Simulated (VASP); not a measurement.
# Al13Si3C3N13 (P1) in VASP: single point with PBEsol

Aim: the single point of Al13Si3C3N13 with PBEsol.

All numbers are computed with VASP 6.6.1; they aren't measurements. Logs are shortened: lines on timing, memory, paths and dates and some standing lists are left out, and cuts for length are marked.

**1. The cell of the first run**

The typed cell holds 96 atoms: a = 9.390 Å, b = 10.790 Å, c = 9.962 Å, α = 90.00°, β = 90.00°, γ = 90.00°.

**2. Single point, PBEsol**

Contents of INCAR:

```
PREC     = Accurate       # precision mode
ENCUT    = 600            # plane-wave cutoff, eV
EDIFF    = 1E-6           # SCF threshold, eV
ISMEAR   = -1             # smearing method
SIGMA    = 0.05           # smearing width, eV
LREAL    = Auto         
LASPH    = True           # aspherical terms in the spheres
NELM     = 120            # most SCF steps
ALGO     = Normal         # electronic algorithm
ISIF     = 2              # what is computed and relaxed
LWAVE    = False          # write WAVECAR
LCHARG   = True           # write CHGCAR
GGA      = PS             # functional
LELF     = True           # ELF
LVHAR    = True         
ISYM     = 0            
NBANDS   = 246            # bands
GGA_COMPAT= False
```

Contents of KPOINTS:

```
Automatic mesh
0
Gamma
  1 1 1
  0.25 0.25 0.25
```

Contents of POSCAR:

```
Al13Si3C3N13
1.0
    9.3899215039      0.0000000000      0.0000000000
    0.0000000000     10.7896257660      0.0000000000
    0.0000000000      0.0000000000      9.9621262497
Al Si N C
39 9 39 9
Direct
    0.1656420000      0.0818540000      0.2432770000
    0.1648340000      0.0845690000      0.7502410000
    0.9971080000      0.3324840000      0.2459590000
    0.0019410000      0.3302820000      0.7526010000
    0.5065790000      0.0789960000      0.2463320000
    0.3326460000      0.3346850000      0.2469780000
    0.1668170000      0.5834340000      0.2515150000
    0.1684140000      0.5789390000      0.7490060000
    0.0032270000      0.8326970000      0.2496440000
    0.9980570000      0.8369380000      0.7501400000
    0.8315640000      0.0821540000      0.2471250000
    0.8350140000      0.0807370000      0.7469350000
    0.6669520000      0.3343320000      0.2371610000
    0.6647860000      0.3335740000      0.7500220000
    0.4973970000      0.5887720000      0.2426970000
    0.4989610000      0.5798420000      0.7509040000
    0.3318400000      0.8350120000      0.2536410000
    0.3300540000      0.8352470000      0.7392020000
    0.8368200000      0.5830920000      0.2444590000
    0.6674540000      0.8320990000      0.2430730000
    0.6680480000      0.8374380000      0.7463440000
    0.9962120000      0.1681540000      0.4986410000
    0.9996610000      0.1650180000      0.0054220000
    0.3360430000      0.1667580000      0.4744740000
    0.3368870000      0.1647940000      0.0083990000
    0.1674930000      0.4145260000      0.4905390000
    0.1639950000      0.4167860000      0.0050860000
    0.0007620000      0.6679120000      0.5006980000
    0.0016670000      0.6699030000      0.0023190000
    0.6649290000      0.1625580000      0.0042010000
    0.5017860000      0.4149300000      0.4995600000
    0.3328480000      0.6679240000      0.5016300000
    0.3289160000      0.6699870000      0.0010620000
    0.1644460000      0.9184750000      0.4993710000
    0.1694500000      0.9208810000      0.0002940000
    0.8314000000      0.4140170000      0.0003750000
    0.5022400000      0.9157870000      0.4922160000
    0.4946120000      0.9163490000      0.9992390000
    0.8335540000      0.9136080000      0.4967770000
    0.5007990000      0.0857270000      0.7451690000
    0.3382190000      0.3325520000      0.7486570000
    0.8337630000      0.5835870000      0.7487420000
    0.6687360000      0.1653560000      0.4941630000
    0.5052660000      0.4158440000      0.0007820000
    0.8327180000      0.4163980000      0.5030370000
    0.6675170000      0.6629780000      0.4991100000
    0.6688170000      0.6674100000      0.9992130000
    0.8369450000      0.9154740000      0.0050820000
    0.9960250000      0.1659680000      0.1968470000
    0.9964060000      0.1675910000      0.6870160000
    0.3467920000      0.1737830000      0.6880840000
    0.1794530000      0.4062050000      0.6914660000
    0.9999260000      0.6660140000      0.1917150000
    0.9900260000      0.6629840000      0.6949240000
    0.6599520000      0.1633970000      0.6794110000
    0.4998550000      0.4251590000      0.1797380000
    0.4911010000      0.4135190000      0.6892990000
    0.3308620000      0.6660330000      0.1896930000
    0.3366190000      0.6614120000      0.6938610000
    0.1648170000      0.9116000000      0.1899840000
    0.1610450000      0.9173870000      0.6902260000
    0.8323510000      0.4217170000      0.1905520000
    0.6705290000      0.6604780000      0.1751080000
    0.6723820000      0.6628750000      0.6829400000
    0.5039170000      0.9278780000      0.6914560000
    0.8316830000      0.9150370000      0.6866270000
    0.1601600000      0.0870300000      0.4434220000
    0.9854950000      0.3396270000      0.4446530000
    0.9968360000      0.3351300000      0.9400870000
    0.5154550000      0.0876110000      0.4498410000
    0.5036730000      0.0815390000      0.9197460000
    0.3392340000      0.3385040000      0.4421930000
    0.3446740000      0.3474690000      0.9286520000
    0.1642220000      0.5831110000      0.4491160000
    0.1634540000      0.5851770000      0.9365800000
    0.9965980000      0.8313670000      0.4431140000
    0.9901030000      0.8352660000      0.9396660000
    0.8241600000      0.0851010000      0.4494680000
    0.8291150000      0.0688970000      0.9359380000
    0.6757860000      0.3308610000      0.4478820000
    0.5151060000      0.5835770000      0.4413450000
    0.5110770000      0.5843590000      0.9442480000
    0.3327440000      0.8297800000      0.9302280000
    0.8223880000      0.5785850000      0.4420060000
    0.8242530000      0.5918330000      0.9310700000
    0.6721520000      0.8163300000      0.4461430000
    0.6752870000      0.8230120000      0.9369910000
    0.3379240000      0.1660100000      0.2022640000
    0.1642390000      0.4181010000      0.1958670000
    0.6698860000      0.1685160000      0.1942410000
    0.8339140000      0.4263360000      0.6852970000
    0.5002190000      0.9094740000      0.1888740000
    0.8371640000      0.9121530000      0.1842730000
    0.1684790000      0.0889410000      0.9395570000
    0.6583290000      0.3360690000      0.9408460000
    0.3325570000      0.8340850000      0.4498180000
```

Potentials or basis: VASP PAW PBE potentials, release 64 (Al, Si, N, C).

Started as:

```console
cat potpaw_PBE.64/Al/POTCAR potpaw_PBE.64/Si/POTCAR potpaw_PBE.64/N/POTCAR potpaw_PBE.64/C/POTCAR > POTCAR
mpirun -np 1 vasp_std > vasp.out
```

OUTCAR:

```text
PREC = Accurate
   ENCUT = 600
   EDIFF = 1E-6
   ISMEAR = -1
   LREAL = Auto
   LASPH = True
   NELM = 120
   ISIF = 2
   GGA = PS
   ISYM = 0

 ion  position               nearest neighbor table
   1  0.166  0.082  0.243-  49 1.89  88 1.90  60 1.91  67 2.00  24 2.95  23 2.97  25 2.98  35 2.98
                            17 3.09   9 3.09  34 3.10   3 3.13  11 3.14  22 3.14   6 3.15   5 3.20
   2  0.165  0.085  0.750-  94 1.89  61 1.90  50 1.92  51 2.06  35 3.05   4 3.06  34 3.08  10 3.10
                            12 3.10  22 3.10  23 3.10  18 3.11  41 3.13  40 3.16  25 3.16  24 3.30
   3  0.997  0.332  0.246-  49 1.86  89 1.89  62 1.90  68 1.98  23 3.00  27 3.01  36 3.03  26 3.05
                            22 3.08  19 3.09  13 3.10  11 3.12  45 3.12   1 3.13   7 3.14   6 3.15
   4  0.002  0.330  0.753-  69 1.87  50 1.87  52 1.95  91 2.00   2 3.06  22 3.08  36 3.08  27 3.08
                            23 3.09  45 3.09   8 3.11  12 3.12  42 3.16  41 3.16  14 3.17  26 3.17
   5  0.507  0.079  0.246-  90 1.89  88 1.89  92 1.92  70 2.03  24 2.94  30 2.97  25 3.00  37 3.02
                            38 3.03  43 3.05  11 3.05  20 3.06  17 3.10  13 3.14   1 3.20   6 3.21
   6  0.333  0.335  0.247-  88 1.87  89 1.89  72 1.95  56 1.97  24 2.90  25 3.00  26 3.01  27 3.02
                            44 3.07  31 3.10   7 3.10  13 3.14   1 3.15  15 3.15   3 3.15   5 3.21
   7  0.167  0.583  0.252-  89 1.87  58 1.88  53 1.90  74 1.97  26 3.00  27 3.04  33 3.07  28 3.07
                            29 3.07  32 3.08   9 3.10  19 3.10   6 3.10  15 3.11  17 3.13   3 3.14
   8  0.168  0.579  0.749-  75 1.87  59 1.89  52 1.95  54 1.98  32 3.06  28 3.09  33 3.09  27 3.09
                            41 3.10  16 3.10   4 3.11  26 3.13  29 3.13  42 3.14  18 3.16  10 3.21
   9  0.003  0.833  0.250-  60 1.84  53 1.89  93 1.89  76 1.93  29 3.03  48 3.03  34 3.06  39 3.06
[... 49 lines left out ...]
  34  0.164  0.918  0.499-  96 1.89  61 1.90  67 1.90  76 1.92  18 2.99  17 3.05   9 3.06  10 3.08
                             2 3.08   1 3.10  39 3.11  28 3.11  22 3.12  32 3.13  24 3.14  37 3.17
  35  0.169  0.921  0.000-  60 1.89  94 1.91  83 1.95  77 2.01   1 2.98  38 3.05   2 3.05  25 3.07
                            23 3.08   9 3.08  17 3.09  33 3.09  10 3.10  48 3.12  29 3.13  18 3.15
  36  0.831  0.414  0.000-  69 1.87  62 1.90  95 1.92  85 2.04  13 2.95   3 3.03  19 3.04  44 3.06
                            14 3.07   4 3.08  42 3.10  23 3.12  27 3.12  47 3.13  30 3.13  29 3.19
  37  0.502  0.916  0.492-  96 1.87  70 1.91  86 1.98  65 1.99  17 2.99   5 3.02  20 3.06  18 3.07
                            21 3.09  39 3.11  32 3.11  43 3.11  40 3.12  24 3.13  46 3.14  34 3.17
  38  0.495  0.916  0.999-  92 1.89  83 1.91  71 1.95  87 2.07   5 3.03  35 3.05  20 3.06  25 3.06
                            33 3.08  17 3.09  30 3.10  21 3.12  40 3.12  18 3.14  47 3.14  48 3.22
  39  0.834  0.914  0.497-  76 1.85  66 1.89  86 1.91  78 1.91  21 3.04   9 3.06  10 3.07  12 3.08
                            11 3.08  28 3.08  20 3.10  34 3.11  37 3.11  46 3.12  43 3.13  22 3.14
  40  0.501  0.086  0.745-  71 1.74  65 1.79  51 1.82  55 1.83  41 3.07  43 3.08  14 3.09  21 3.11
                            37 3.12  30 3.12  38 3.12  12 3.14  18 3.14   2 3.16  25 3.16  24 3.23
  41  0.338  0.333  0.749-  57 1.78  52 1.78  73 1.80  51 1.82  31 3.05  16 3.07  14 3.07  40 3.07
                            44 3.09   8 3.10   2 3.13  26 3.16  25 3.16   4 3.16  27 3.17
  42  0.834  0.584  0.749-  54 1.78  91 1.81  85 1.82  64 1.86  45 3.04  46 3.06  28 3.06  47 3.07
                            36 3.10  29 3.12  14 3.13  10 3.14   8 3.14  16 3.14  21 3.15   4 3.16
  43  0.669  0.165  0.494-  70 1.72  78 1.75  80 1.85  55 1.85  11 3.03   5 3.05  22 3.08  40 3.08
                            12 3.10  37 3.11  31 3.12  45 3.12  39 3.13  14 3.13  24 3.13  13 3.14
[... 351 lines left out ...]
   IVDW    =     0    specifies the selected vdW correction
   LEPSILON=     F    determine dielectric tensor
   LRPA    =     F    only Hartree local field effects (RPA)
 non-spin polarized calculation
  energy-cutoff  :      600.00
  volume of cell :     1009.30
 maximum number of plane-waves:     33672
 NGX is ok and might be reduce to    80
   NGX = 37   NGY = 43   NGZ = 39

 number of electron     383.9999996 magnetization

 Free energy of the ion-electron system (eV)
  ---------------------------------------------------
  ext. energy  EPLUGINS =         0.00000000
  ---------------------------------------------------
  free energy    TOTEN  =      -738.72034447 eV

  energy without entropy =     -738.72034447  energy(sigma->0) =     -738.72034447

 E-fermi :   9.2826     XC(G=0): -11.1505

 val. band max:        8.0690316323   @ k =  -0.2500  -0.2500   0.2500
 cond. band min:      10.5415756481   @ k =  -0.2500   0.2500  -0.2500
 fundamental gap:      2.4725440158
 Fermi energy:         9.2825807292

 k-point     1 :       0.2500    0.2500    0.2500
  band No.  band energies     occupation
      1     -10.2124      2.00000
      2      -9.7616      2.00000
      3      -9.6966      2.00000
      4      -9.2978      2.00000
      5      -9.0265      2.00000
      6      -8.7921      2.00000
[... 817 lines left out ...]
    203      11.4173      0.00000
    204      11.4756      0.00000
 [bands above 204 left out]

------------------------ aborting loop because EDIFF is reached ----------------------------------------

  FORCE on cell =-STRESS in cart. coord.  units (eV):
  Direction    XX          YY          ZZ          XY          YZ          ZX
  --------------------------------------------------------------------------------------
  -------------------------------------------------------------------------------------
  Total       -0.1566259     -0.3638092     -0.5029894     -1.8944904      0.3777538      0.2941444
  in kB       -0.2486301     -0.5775158     -0.7984524     -3.0073405      0.5996517      0.4669290
  external PRESSURE =      -0.5415328 kB  Pullay stress =       0.0000000 kB

 VOLUME and BASIS-vectors are now :
 -----------------------------------------------------------------------------
  energy-cutoff  :      600.00
  volume of cell :     1009.30
      direct lattice vectors                 reciprocal lattice vectors
     9.389921504  0.000000000  0.000000000     0.106497163  0.000000000  0.000000000
     0.000000000 10.789625766  0.000000000     0.000000000  0.092681620  0.000000000
     0.000000000  0.000000000  9.962126250     0.000000000  0.000000000  0.100380177

 POSITION                                       TOTAL-FORCE (eV/Angst)
 -----------------------------------------------------------------------------------
      1.55537      0.88317      2.42356        -0.014971     -0.013981      0.003993
      1.54778      0.91247      7.47400         0.001975      0.001727     -0.022299
      9.36277      3.58738      2.45027        -0.004449     -0.000328      0.008267
      0.01823      3.56362      7.49751         0.008992     -0.000285     -0.000070
      4.75674      0.85234      2.45399        -0.003282     -0.012294      0.010654
      3.12352      3.61113      2.46043         0.015623      0.012176      0.005908
[... 88 lines left out ...]
      6.18166      3.62606      9.37283         0.023177     -0.021796      0.003942
      3.12268      8.99947      4.48114        -0.006340     -0.003833     -0.009264
 -----------------------------------------------------------------------------------
    total drift:                               -0.001143      0.014426      0.014789

  FREE ENERGIE OF THE ION-ELECTRON SYSTEM (eV)
  ---------------------------------------------------
  free  energy   TOTEN  =      -738.7203444745 eV

  energy  without entropy=     -738.7203444744  energy(sigma->0) =     -738.72034447
```

Wall time 47 min (1 thread of Intel Xeon Platinum 8259CL at 2.50GHz (Skylake/Cascade Lake), shared host); peak memory 1.6 GiB.

Results:

```yaml
Free_energy: -738.7203 eV
Pressure: -0.1 GPa
Largest_force: 0.041 eV/Å
Band_gap_on_the_k_mesh: 2.47 eV (least direct gap 2.48 eV)
```

Forces in eV/Å, atoms in the order of the input:
```
Al  -0.015 -0.014  0.004
Al   0.002  0.002 -0.022
Al  -0.004  0.000  0.008
Al   0.009  0.000  0.000
Al  -0.003 -0.012  0.011
Al   0.016  0.012  0.006
Al  -0.003  0.017  0.005
Al  -0.006  0.001 -0.006
Al  -0.001 -0.016  0.010
Al   0.005 -0.003  0.002
Al   0.013 -0.012  0.006
Al   0.002  0.002 -0.007
Al  -0.002  0.031  0.008
Al  -0.012 -0.008 -0.009
Al   0.014  0.004  0.015
Al   0.014 -0.006  0.007
Al  -0.013 -0.007  0.001
Al   0.002 -0.001 -0.004
Al  -0.003  0.013  0.010
Al   0.006 -0.018  0.016
Al  -0.009 -0.007 -0.003
Al  -0.012  0.008 -0.010
Al  -0.018  0.011  0.000
Al   0.008 -0.006 -0.013
Al   0.016  0.006 -0.012
Al  -0.006 -0.009 -0.001
Al   0.001 -0.002 -0.014
Al  -0.006 -0.009  0.000
Al  -0.004 -0.006  0.000
Al  -0.001 -0.012 -0.017
Al   0.006  0.002 -0.003
Al  -0.001 -0.015  0.005
Al  -0.003 -0.007  0.000
Al  -0.023  0.006  0.001
Al  -0.003 -0.015 -0.005
Al   0.007  0.008 -0.003
Al   0.022  0.006 -0.007
Al  -0.003  0.005 -0.015
Al  -0.006  0.007 -0.006
Si   0.003  0.010 -0.012
Si   0.003 -0.004 -0.001
Si  -0.006  0.004  0.016
Si   0.006  0.012 -0.003
Si  -0.021  0.007 -0.003
Si  -0.002  0.000 -0.009
Si  -0.002 -0.001  0.004
Si  -0.008  0.000 -0.003
Si  -0.008 -0.006 -0.008
N   -0.002 -0.003  0.002
N    0.000 -0.001  0.002
N   -0.012 -0.008 -0.014
N   -0.032  0.008 -0.004
N    0.005  0.011  0.009
N    0.022  0.010 -0.010
N    0.013  0.012  0.012
N   -0.007 -0.011  0.032
N    0.024  0.005 -0.008
N   -0.009  0.001  0.004
N    0.000  0.008 -0.009
N    0.006  0.004  0.006
N    0.001  0.012 -0.010
N    0.002 -0.012  0.008
N   -0.002  0.009  0.038
N   -0.020  0.011  0.021
N    0.000 -0.026 -0.006
N    0.004  0.003 -0.003
N    0.000 -0.012 -0.005
N    0.022 -0.024 -0.014
N    0.005  0.001  0.004
N   -0.026 -0.015 -0.008
N   -0.003 -0.001  0.040
N   -0.004  0.002 -0.012
N   -0.015 -0.004  0.016
N    0.004  0.006 -0.006
N    0.002 -0.007  0.005
N    0.013  0.015 -0.008
N    0.023 -0.010 -0.006
N    0.025 -0.005 -0.014
N   -0.006  0.031  0.001
N   -0.012  0.013 -0.006
N   -0.022 -0.011 -0.011
N   -0.010  0.005 -0.006
N    0.001  0.008  0.003
N    0.019  0.003 -0.016
N    0.019 -0.016  0.006
N   -0.003  0.029 -0.018
N   -0.008  0.017 -0.016
C    0.003  0.004  0.005
C    0.008 -0.006  0.006
C    0.001 -0.013 -0.001
C    0.000 -0.015  0.009
C   -0.001  0.013  0.004
C    0.004  0.004  0.031
C    0.005  0.004  0.010
C    0.023 -0.022  0.004
C   -0.006 -0.004 -0.009
```

Stress tensor (GPa, compression positive):
```
-0.02 -0.30  0.05
-0.30 -0.06  0.06
 0.05  0.06 -0.08
```

Levels at points of the mesh, in eV from the valence-band top:
| k point | band 188 | band 189 | band 190 | band 191 | band 192 | band 193 | band 194 | band 195 | band 196 | band 197 |
| --- | --- | --- | --- | --- | --- | --- | --- | --- | --- | --- |
| (0.25, 0.25, 0.25) | -0.79 | -0.66 | -0.41 | -0.25 | 0.00 | 2.50 | 2.66 | 2.75 | 2.78 | 2.83 |

Caveat: the PAW data sets were made with another functional, which shifts forces and pressure a little; a shifted mesh leaves out Γ, where band edges can lie. A k mesh can miss the band edges.
